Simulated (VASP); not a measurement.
A run of VASP 6.6.1 is set up as follows.

File INCAR:

```
  ALGO = Normal
  EDIFF = 1E-6
  ENCUT = 520
  ISIF = 2
  ISMEAR = 0
  ISPIN = 2
  LASPH = T
  LCHARG = F
  LMAXMIX = 4
  LORBIT = 11
  LREAL = F
  LWAVE = F
  MAGMOM = 0 0 0.05
  NBANDS = 20
  NELM = 150
  PREC = Accurate
  SIGMA = 0.05
```

KPOINTS

```
k-points
0
Gamma
  8 8 8
```

File POSCAR:

```
Si2Ni
1.0
    0.0000000000      2.6535521276      2.6535521276
    2.6535521276      0.0000000000      2.6535521276
    2.6535521276      2.6535521276      0.0000000000
Si Ni
2 1
Direct
    0.2500000000      0.2500000000      0.2500000000
    0.7500000000      0.7500000000      0.7500000000
    0.0000000000      0.0000000000      0.0000000000
```

Potentials or basis: VASP PAW LDA potentials, release 64 (Si, Ni).

Launch:

```bash
$ cat potpaw_LDA.64/Si/POTCAR potpaw_LDA.64/Ni/POTCAR > POTCAR
$ mpirun -np 1 vasp_std > vasp.out
```

(1) Predict the band gap on the k mesh.

(2) Predict the net moment.

(3) Estimate the pressure.

Results:

(1) zero (filled and empty bands overlap).

(2) 0.00 μB per cell.

(3) 3.7 GPa.

Caveat: the cell stands under pressure.
